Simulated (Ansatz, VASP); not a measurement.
## Two plane-wave programs on SnO

```
CELL_PARAMETERS angstrom
3.50320 0.00000 0.00000
0.00000 3.50320 0.00000
0.00000 0.00000 4.09670
ATOMIC_POSITIONS crystal
Sn 0.00000 0.50000 0.24575
Sn 0.50000 0.00000 0.75425
O 0.00000 0.00000 0.00000
O 0.50000 0.50000 0.00000
```

Alike in both runs: task single point; functional LDA; k mesh 10 × 10 × 8; occupations gaussian, width 0.15 eV; no spin polarisation.

|  | VASP | Ansatz |
| --- | --- | --- |
| version | VASP 6.6.1 | Ansatz 0.2.0 |
| potentials or method | VASP PAW LDA potentials, release 64 (Sn_d, O), cutoff 520 eV | scalar-relativistic, plane waves, PAW |
| valence electrons in the cell | 40 | 40 |

Ansatz gave:

| Item | Value |
| --- | --- |
| gap on the k mesh at the Fermi level (eV) | none |
| rms of the force components (eV/Å) | 2.217 |

Q: What did VASP give for the same quantities?

A: gap on the k mesh at the Fermi level (eV): none; rms of the force components (eV/Å): 2.298.

LDA's correlation is that of Perdew and Zunger in VASP and of Perdew and Wang (1992) in Ansatz. Atom by atom the forces differ by 0.081 eV/Å (rms over components). A gap of «none» marks a metal or a gap that the smearing closes.
